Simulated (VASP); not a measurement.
Here is a VASP 6.6.1 calculation.

Contents of INCAR:

```
ALGO = Normal
EDIFF = 1E-6
ENCUT = 520
GGA = PE
ISIF = 2
ISMEAR = 0
LASPH = True
LCHARG = False
LREAL = False
LWAVE = False
NBANDS = 34
NELM = 100
PREC = Accurate
SIGMA = 0.1
```

KPOINTS

```
k-points
0
Gamma
  12 12 4
```

The input POSCAR:

```
Ga2GeSe2
1.0
    3.7074605011      0.0000000000      0.0000000000
   -1.8537302506      3.2107549775      0.0000000000
    0.0000000000      0.0000000000      9.8549853557
Ga Ge Se
2 1 2
Direct
    0.3333333333      0.6666666667      0.1963048209
    0.6666666667      0.3333333333      0.8036951791
    0.0000000000      0.0000000000      0.0000000000
    0.3333333333      0.6666666667      0.6720863700
    0.6666666667      0.3333333333      0.3279136300
```

Potentials or basis: VASP PAW PBE potentials, release 64 (Ga_d, Ge_d, Se).

Run with:

```console
$ cat potpaw_PBE.64/Ga_d/POTCAR potpaw_PBE.64/Ge_d/POTCAR potpaw_PBE.64/Se/POTCAR > POTCAR
$ mpirun -np 1 vasp_std > vasp.out
```

Question: Estimate the band gap on the k mesh.

Answer: Zero (bands 26 and 27 overlap by 2.68 eV).

Question: What does it give for the pressure?

Answer: 0.1 GPa.

Question: What does it give for the largest force?

Answer: 0.026 eV/Å.

Forces in eV/Å, atoms in the order of the input:
```
Ga   0.000  0.000 -0.019
Ga   0.000  0.000  0.019
Ge   0.000  0.000  0.000
Se   0.000  0.000 -0.026
Se   0.000  0.000  0.026
```

Caveat: this functional lacks dispersion, which binds layers or chains, so the pressure and a relaxed spacing across them are unreliable.
